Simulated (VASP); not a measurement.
Write the native input for VASP 6.6.1 that does the following.

| Quantity | Value |
| --- | --- |
| Task | single point |
| Functional | LDA |
| Potentials or basis | VASP PAW LDA potentials, release 64 (Li_sv, Cl) |
| Cutoff | 520 eV |
| k mesh | 8 × 8 × 8 |
| Occupations | gaussian, width 0.05 eV |
| Spin | no spin polarisation |
| Dipole correction | no |
| Further INCAR settings | ALGO = Normal; EDIFF = 1e-06; NBANDS = 12 |

The structure of LiCl lies in POSCAR:

```
LiCl
1.0
    0.0192357000      2.5647600000      2.5647600000
    2.5839957000      0.0000000000      2.5839957000
    2.5647600000      2.5647600000      0.0192357000
Li Cl
1 1
Direct
    0.0000000000      0.0000000000      0.0000000000
    0.5000000000      0.5000000000      0.5000000000
```

This cell differs from its parent crystal: strain +0.0150 x Voigt [0, 0, 0, 0, 1, 0].

These files were run (other wordings do the same):

INCAR

```
SYSTEM = LiCl
ALGO = Normal ; EDIFF = 1E-6
ENCUT = 520 ; GGA = CA
ISIF = 2 ; ISMEAR = 0
LASPH = .TRUE. ; LCHARG = .FALSE.
LREAL = .FALSE. ; LWAVE = .FALSE.
NBANDS = 12 ; NELM = 100
PREC = Accurate ; SIGMA = 0.05
```

KPOINTS

```
k-points
0
G
  8 8 8
  0 0 0
```

Potentials or basis: VASP PAW LDA potentials, release 64 (Li_sv, Cl).

Run with:

```sh
$ cat potpaw_LDA.64/Li_sv/POTCAR potpaw_LDA.64/Cl/POTCAR > POTCAR
$ mpirun -np 1 vasp_std > vasp.out
```

It gave:

| Quantity | Value |
| --- | --- |
| Band gap on the k mesh | 5.96 eV, direct |

Caveat: the cell differs from its parent crystal (strain +0.0150 x Voigt [0, 0, 0, 0, 1, 0]).

It took 20 s on 1 thread of Intel(R) Xeon(R) Platinum 8488C (Sapphire Rapids) (shared host), peak memory 0.15 GiB.
